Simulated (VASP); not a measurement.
# BaTe (Pm-3m) in VASP: a series of runs

The runs below take BaTe through single point, with PBE, LDA, r2SCAN, HSE06.

All numbers are computed with VASP 6.6.1; they aren't measurements. Logs are shortened: lines on timing, memory, paths and dates and some standing lists are left out, and cuts for length are marked.

**1. The cell of the first run**

Symmetry: Pm-3m, No. 221, cubic system. The conventional cell has a = 4.245 Å, b = 4.245 Å, c = 4.245 Å, α = 90.00°, β = 90.00°, γ = 90.00°. Within 4.8 Å of Ba (site symmetry m-3m) lie 8 Te at 3.68 Å and 6 Ba at 4.24 Å. Te (site symmetry m-3m) has 8 Ba at 3.68 Å and 6 Te at 4.24 Å within 4.8 Å.

**2. Single point, PBE**

File INCAR:

```
ALGO = Normal ; EDIFF = 1E-7
ENCUT = 520 ; GGA = PE
ISIF = 2 ; ISMEAR = 0
LASPH = T ; LCHARG = F
LREAL = F ; LWAVE = F
NBANDS = 15 ; NELM = 60
PREC = Accurate ; SIGMA = 0.01
```

File KPOINTS:

```
k-points
0
Gamma
  4 4 4
```

File POSCAR:

```
BaTe
1.0
    4.2448181594      0.0000000000      0.0000000000
    0.0000000000      4.2448181594      0.0000000000
    0.0000000000      0.0000000000      4.2448181594
Ba Te
1 1
Direct
    0.0000000000      0.0000000000      0.0000000000
    0.5000000000      0.5000000000      0.5000000000
```

Potentials or basis: VASP PAW PBE potentials, release 64 (Ba_sv, Te).

On the command line:

```
> cat potpaw_PBE.64/Ba_sv/POTCAR potpaw_PBE.64/Te/POTCAR > POTCAR
> mpirun -np 1 vasp_std > vasp.out
```

OUTCAR:

```text
EDIFF = 1E-7
   ENCUT = 520
   GGA = PE
   ISIF = 2
   ISMEAR = 0
   LASPH = T
   LREAL = F
   NELM = 60
   PREC = Accurate

 ion  position               nearest neighbor table
   1  0.000  0.000  0.000-   2 3.68   2 3.68   2 3.68   2 3.68   2 3.68   2 3.68   2 3.68   2 3.68

   2  0.500  0.500  0.500-   1 3.68   1 3.68   1 3.68   1 3.68   1 3.68   1 3.68   1 3.68   1 3.68

  LATTYP: Found a simple cubic cell.
 ALAT       =     4.2448181594

  Lattice vectors:

 A1 = (   4.2448181594,   0.0000000000,   0.0000000000)
 A2 = (   0.0000000000,   4.2448181594,   0.0000000000)
 A3 = (   0.0000000000,   0.0000000000,   4.2448181594)

Analysis of symmetry for initial positions (statically):
=====================================================================
 Subroutine PRICEL returns:
 Original cell was already a primitive cell.

 Routine SETGRP: Setting up the symmetry group for a
 simple cubic supercell.

 Subroutine GETGRP returns: Found 48 space group operations
 (whereof 48 operations were pure point group operations)
 out of a pool of 48 trial point group operations.

The static configuration has the point symmetry O_h .

Analysis of symmetry for dynamics (positions and initial velocities):
=====================================================================
 Subroutine PRICEL returns:
 Original cell was already a primitive cell.

 Routine SETGRP: Setting up the symmetry group for a
 simple cubic supercell.

 Subroutine GETGRP returns: Found 48 space group operations
 (whereof 48 operations were pure point group operations)
 out of a pool of 48 trial point group operations.

The dynamic configuration has the point symmetry O_h .

 Subroutine INISYM returns: Found 48 space group operations
 (whereof 48 operations are pure point group operations),
 and found     1 'primitive' translations

----------------------------------------------------------------------------------------

                                     Primitive cell

  volume of cell :      76.4852

  direct lattice vectors                    reciprocal lattice vectors
     4.244818159  0.000000000  0.000000000     0.235581352  0.000000000  0.000000000
     0.000000000  4.244818159  0.000000000     0.000000000  0.235581352  0.000000000
     0.000000000  0.000000000  4.244818159     0.000000000  0.000000000  0.235581352

  length of vectors
     4.244818159  4.244818159  4.244818159     0.235581352  0.235581352  0.235581352

  position of ions in fractional coordinates (direct lattice)
     0.000000000  0.000000000  0.000000000
     0.500000000  0.500000000  0.500000000

  ion indices of the primitive-cell ions
   primitive index   ion index
                 1           1
                 2           2

----------------------------------------------------------------------------------------

 KPOINTS: k-points

Automatic generation of k-mesh.
 Grid dimensions read from file:
 generate k-points for:    4    4    4

 Generating k-lattice:

  Cartesian coordinates                     Fractional coordinates (reciprocal lattice)
     0.058895338  0.000000000  0.000000000     0.250000000  0.000000000  0.000000000
     0.000000000  0.058895338  0.000000000     0.000000000  0.250000000  0.000000000
     0.000000000  0.000000000  0.058895338     0.000000000  0.000000000  0.250000000

  Length of vectors
     0.058895338  0.058895338  0.058895338

  Shift w.r.t. Gamma in fractional coordinates (k-lattice)
     0.000000000  0.000000000  0.000000000

 Subroutine IBZKPT returns following result:
 ===========================================

 Found     10 irreducible k-points:

 Following reciprocal coordinates:
            Coordinates               Weight
  0.000000  0.000000  0.000000      1.000000
  0.250000  0.000000  0.000000      6.000000
  0.500000  0.000000  0.000000      3.000000
  0.250000  0.250000  0.000000     12.000000
  0.500000  0.250000  0.000000     12.000000
  0.500000  0.500000  0.000000      3.000000
  0.250000  0.250000  0.250000      8.000000
  0.500000  0.250000  0.250000     12.000000
  0.500000  0.500000  0.250000      6.000000
  0.500000  0.500000  0.500000      1.000000
   k-points           NKPTS =     10   k-points in BZ     NKDIM =     10   number of bands    NBANDS=     15
   number of dos      NEDOS =    301   number of ions     NIONS =      2
   total plane-waves  NPLWV =  32768
   dimension x,y,z NGX =    32 NGY =   32 NGZ =   32
   dimension x,y,z NGXF=    64 NGYF=   64 NGZF=   64
   ions per type =               1   1
   NGX,Y,Z   is equivalent  to a cutoff of  12.53, 12.53, 12.53 a.u.
   NGXF,Y,Z  is equivalent  to a cutoff of  25.07, 25.07, 25.07 a.u.
 SYSTEM =  unknown system
   PREC   = accura    normal or accurate (medium, high low for compatibility)
   ISTART =      0    job   : 0-new  1-cont  2-samecut
   ICHARG =      2    charge: 1-file 2-atom 10-const
   ISPIN  =      1    spin polarized calculation?
   LNONCOLLINEAR =      F non collinear calculations
   LSORBIT =      F    spin-orbit coupling
   LASPH  =      T    aspherical Exc in radial PAW
   ENCUT  =  520.0 eV  38.22 Ry    6.18 a.u.   7.89  7.89  7.89*2*pi/ulx,y,z
   NELM   =     60;   NELMIN=  2; NELMDL= -5     # of ELM steps
   EDIFF  = 0.1E-06   stopping-criterion for ELM
   LREAL  =      F    real-space projection
   EDIFFG = 0.1E-05   stopping-criterion for IOM
   NSW    =      0    number of steps for IOM
   IBRION =     -1    ionic relax: 0-MD 1-quasi-New 2-CG
   NFREE  =      0    steps in history (QN), initial steepest desc. (CG)
   ISIF   =      2    stress and relaxation
   ISYM   =      2    0-nonsym 1-usesym 2-fastsym
   POTIM  = 0.5000    time-step for ionic-motion
   TEBEG  =    0.0;   TEEND  =   0.0 temperature during run
   PSTRESS=    0.0 pullay stress
   NELECT =      16.0000    total number of electrons
   NUPDOWN=      -1.0000    fix difference up-down
   EMIN   =  10.00;   EMAX   =-10.00  energy-range for DOS
   EFERMI =   0.00;   METHOD = LEGACY
   ISMEAR =     0;   SIGMA  =   0.01  broadening in eV -4-tet -1-fermi 0-gaus
   EFERMI_NEDOS =   21; number of points for ismear=-14 and -15
   IALGO  =     38    algorithm
   IMIX   =      4    mixing-type and parameters
     AMIX     =   0.40;   BMIX     =  1.00
     AMIX_MAG =   1.60;   BMIX_MAG =  1.00
  volume/ion in A,a.u.               =      38.24       258.07
  Fermi-wavevector in a.u.,A,eV,Ry     =   0.971827  1.836487 12.849998  0.944448
  Thomas-Fermi vector in A             =   2.102076
   LORBIT       =      0    0 simple, 1 ext, 2 COOP (PROOUT), +10 PAW based schemes
   GGA     = PE    functional components
   LHFCALC =     F    Hartree Fock is set to
   AEXX    =    0.0000 exact exchange contribution
   IVDW    =     0    specifies the selected vdW correction
   LEPSILON=     F    determine dielectric tensor
   LRPA    =     F    only Hartree local field effects (RPA)
 non-spin polarized calculation
 Gauss-broadening in eV      SIGMA  =   0.01
  energy-cutoff  :      520.00
  volume of cell :       76.49
 maximum number of plane-waves:      2103
 NGX is ok and might be reduce to    32
   NGX = 15   NGY = 15   NGZ = 15

 number of electron      15.9999999 magnetization

 Free energy of the ion-electron system (eV)
  ---------------------------------------------------
  ext. energy  EPLUGINS =         0.00000000
  ---------------------------------------------------
  free energy    TOTEN  =        -8.25111070 eV

  energy without entropy =       -8.25111070  energy(sigma->0) =       -8.25111070

 E-fermi :   3.9839     XC(G=0):  -8.8288

 val. band max:        3.9262221641   @ k =   0.5000   0.5000   0.0000
 cond. band min:       4.6637736254   @ k =   0.0000   0.0000   0.0000
 fundamental gap:      0.7375514613
 Fermi energy:         3.9838791797

 k-point     1 :       0.0000    0.0000    0.0000
  band No.  band energies     occupation
      1     -24.2175      2.00000
      2      -9.2491      2.00000
      3      -9.2491      2.00000
      4      -9.2491      2.00000
      5      -6.4794      2.00000
      6       3.5469      2.00000
      7       3.5469      2.00000
      8       3.5469      2.00000
      9       4.6638      0.00000
     10       4.6638      0.00000
     11       6.3461      0.00000
     12       8.4588      0.00000
     13       8.4588      0.00000
     14       8.4588      0.00000
     15      12.3798      0.00000

 k-point     2 :       0.2500    0.0000    0.0000
  band No.  band energies     occupation
      1     -24.2039      2.00000
      2      -9.5570      2.00000
      3      -9.2231      2.00000
      4      -9.2231      2.00000
      5      -6.0931      2.00000
      6       1.6176      2.00000
      7       3.2851      2.00000
      8       3.2851      2.00000
      9       4.9962      0.00000
     10       6.2671      0.00000
     11       8.1426      0.00000
     12       8.6427      0.00000
     13       8.7496      0.00000
     14       8.7496      0.00000
     15      10.1164      0.00000

 k-point     3 :       0.5000    0.0000    0.0000
  band No.  band energies     occupation
      1     -24.1901      2.00000
      2      -9.8188      2.00000
      3      -9.1967      2.00000
      4      -9.1967      2.00000
      5      -5.7075      2.00000
      6       0.4934      2.00000
      7       3.0337      2.00000
      8       3.0337      2.00000
      9       5.4683      0.00000
     10       8.7434      0.00000
     11       8.8572      0.00000
     12       8.8682      0.00000
     13       8.9250      0.00000
     14       9.4548      0.00000
     15       9.4548      0.00000
[... 91 lines left out ...]
 k-point     9 :       0.5000    0.5000    0.2500
  band No.  band energies     occupation
      1     -24.1519      2.00000
      2      -9.5687      2.00000
      3      -9.5687      2.00000
      4      -9.3475      2.00000
      5      -5.7278      2.00000
      6       1.3786      2.00000
      7       1.3786      2.00000
      8       2.0624      2.00000
      9       6.2052      0.00000
     10       7.5701      0.00000
     11       7.5701      0.00000
     12       8.7828      0.00000
     13      10.2036      0.00000
     14      10.8673      0.00000
     15      11.5049      0.00000

 k-point    10 :       0.5000    0.5000    0.5000
  band No.  band energies     occupation
      1     -24.1396      2.00000
      2      -9.5262      2.00000
      3      -9.5262      2.00000
      4      -9.5262      2.00000
      5      -5.5201      2.00000
      6       0.9731      2.00000
      7       0.9731      2.00000
      8       0.9731      2.00000
      9       8.6903      0.00000
     10       8.6903      0.00000
     11       8.6903      0.00000
     12      10.2421      0.00000
     13      10.2421      0.00000
     14      10.2423      0.00000
     15      10.2854      0.00000

------------------------ aborting loop because EDIFF is reached ----------------------------------------

  FORCE on cell =-STRESS in cart. coord.  units (eV):
  Direction    XX          YY          ZZ          XY          YZ          ZX
  --------------------------------------------------------------------------------------
  -------------------------------------------------------------------------------------
  Total        0.2852046      0.2852046      0.2852046     -0.0000000     -0.0000000     -0.0000000
  in kB        5.9743394      5.9743394      5.9743394     -0.0000000     -0.0000000     -0.0000000
  external PRESSURE =       5.9743394 kB  Pullay stress =       0.0000000 kB

 VOLUME and BASIS-vectors are now :
 -----------------------------------------------------------------------------
  energy-cutoff  :      520.00
  volume of cell :       76.49
      direct lattice vectors                 reciprocal lattice vectors
     4.244818159  0.000000000  0.000000000     0.235581352  0.000000000  0.000000000
     0.000000000  4.244818159  0.000000000     0.000000000  0.235581352  0.000000000
     0.000000000  0.000000000  4.244818159     0.000000000  0.000000000  0.235581352

 POSITION                                       TOTAL-FORCE (eV/Angst)
 -----------------------------------------------------------------------------------
      0.00000      0.00000      0.00000         0.000000      0.000000      0.000000
      2.12241      2.12241      2.12241         0.000000      0.000000      0.000000
 -----------------------------------------------------------------------------------
    total drift:                                0.000000      0.000000     -0.000000

  FREE ENERGIE OF THE ION-ELECTRON SYSTEM (eV)
  ---------------------------------------------------
  free  energy   TOTEN  =        -8.2511106951 eV

  energy  without entropy=       -8.2511106951  energy(sigma->0) =       -8.25111070
```

Run time: 9.6 s. Hardware: 1 thread of Intel Xeon Platinum 8259CL at 2.50GHz (Skylake/Cascade Lake), shared host; peak memory 0.17 GiB.

What came out:

* Free energy: -8.2511 eV
* Pressure: 0.6 GPa
* Band gap on the k mesh: 0.74 eV (least direct gap 0.95 eV)

Levels at points of the mesh, in eV from the valence-band top:
```csv
k point,band 5,band 6,band 7,band 8,band 9,band 10,band 11,band 12
"(0.00, 0.00, 0.00)",-10.41,-0.38,-0.38,-0.38,0.74,0.74,2.42,4.53
"(0.50, 0.00, 0.00)",-9.63,-3.43,-0.89,-0.89,1.54,4.82,4.93,4.94
"(0.50, 0.50, 0.00)",-9.84,-2.07,-2.07,0.00,0.95,2.51,2.88,2.88
"(0.50, 0.50, 0.50)",-9.45,-2.95,-2.95,-2.95,4.76,4.76,4.76,6.32
```

Caveat: spin-orbit coupling is left out, which moves the levels of the heavy elements. A k mesh can miss the band edges.

(Continued in part 2 of 3.)
